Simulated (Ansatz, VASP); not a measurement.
# LaTe in VASP and in Ansatz

INCAR

```
PREC     = Accurate       # precision mode
ENCUT    = 520            # plane-wave cutoff, eV
EDIFF    = 1E-8           # SCF threshold, eV
ISMEAR   = -1             # smearing method
SIGMA    = 0.08           # smearing width, eV
LREAL    = F              # projectors in reciprocal space
LASPH    = T              # aspherical terms in the spheres
NELM     = 100            # most SCF steps
ALGO     = Normal         # electronic algorithm
ISIF     = 2              # what is computed and relaxed
LWAVE    = F              # write WAVECAR
LCHARG   = F              # write CHGCAR
GGA      = CA             # functional
LEFG     = T            
NBANDS   = 16             # bands
```

KPOINTS

```
Automatic mesh
0
Gamma
  10 10 10
```

The input POSCAR:

```
LaTe
1.0
    0.0000000000      3.2752200000      3.2110000000
    3.2752200000      0.0000000000      3.2110000000
    3.2752200000      3.2752200000      0.0000000000
La Te
1 1
Direct
    0.0000000000      0.0000000000      0.0000000000
    0.5000000000      0.5000000000      0.5000000000
```

Input for Ansatz:

```yaml
crystal:
  lattice:
    - [0.0, 3.27522, 3.211]
    - [3.27522, 0.0, 3.211]
    - [3.27522, 3.27522, 0.0]
  atoms:
    - { symbol: La, position: [0.0, 0.0, 0.0] }
    - { symbol: Te, position: [0.5, 0.5, 0.5] }
kpoints:
  mp_grid: { grid: [10, 10, 10] }
scf:
  occupations: { method: fermi_dirac, width: 0.08 }
hamiltonian:
  xc: lda
  pseudopotentials: { kind: all_electron, datasets: crystal }
output:
  forces: true
  stress: true
  eigenvalues: true
  efg: { contact_densities: true }
```

Change from the starting cell: equal xx and yy strain of +2 %, crystal datasets.

Alike in both runs: task electric field gradients; functional LDA; k mesh 10 × 10 × 10; occupations fermi-dirac, width 0.08 eV; no spin polarisation.

|  | VASP | Ansatz |
| --- | --- | --- |
| version | VASP 6.6.1 | Ansatz 0.2.0 |
| potentials or method | VASP PAW LDA potentials, release 64 (La, Te), cutoff 520 eV | all-electron PAW with datasets made for the crystal, scalar-relativistic |

|  | VASP | Ansatz | Ansatz less VASP |
| --- | --- | --- | --- |
| pressure (GPa) | -4.1 | -4.1 | -0.01 |
| traceless stress, the component that is largest in VASP (GPa) | 1.52 | 1.51 | -0.005 |
| size of Vzz on the site where it differs most (V/Å²) | 27.5 | 28.3 | +0.87 |

LDA's correlation is that of Perdew and Zunger in VASP and of Perdew and Wang (1992) in Ansatz. Ansatz ran all-electron here, and VASP with PAW potentials.

Neither program's run includes spin-orbit coupling.
